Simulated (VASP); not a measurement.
Here is a VASP 6.6.1 calculation.

The input INCAR:

```
PREC = Accurate
ENCUT = 520
EDIFF = 1E-7
ISMEAR = -1
SIGMA = 0.08
LREAL = False
LASPH = True
NELM = 80
ALGO = Normal
ISIF = 2
LWAVE = False
LCHARG = False
LDIPOL = True
IDIPOL = 3
DIPOL = 0.5 0.5 0.500
IBRION = 2
NSW = 32
EDIFFG = -0.01
```

The input KPOINTS:

```
regular mesh
0
Gamma
  13 13 1
```

The input POSCAR:

```
Cd
1.0
    2.9258525262      0.0000000000      0.0000000000
   -1.4629262631      2.5338626154      0.0000000000
    0.0000000000      0.0000000000     18.6812000000
Cd
2
Direct
    0.8333333333      0.1666666667      0.4288660676
    0.1666666667      0.8333333333      0.5711339324
```

Potentials or basis: VASP PAW LDA potentials, release 64 (Cd).

Run with:

```console
$ cat potpaw_LDA.64/Cd/POTCAR > POTCAR
$ mpirun -np 1 vasp_std > vasp.out
```

(1) Estimate the band gap on the k mesh.

(2) Estimate the energy gained by relaxing.

Answers

(1) zero (bands 12 and 13 overlap by 3.00 eV).

(2) 0.2 meV/atom.
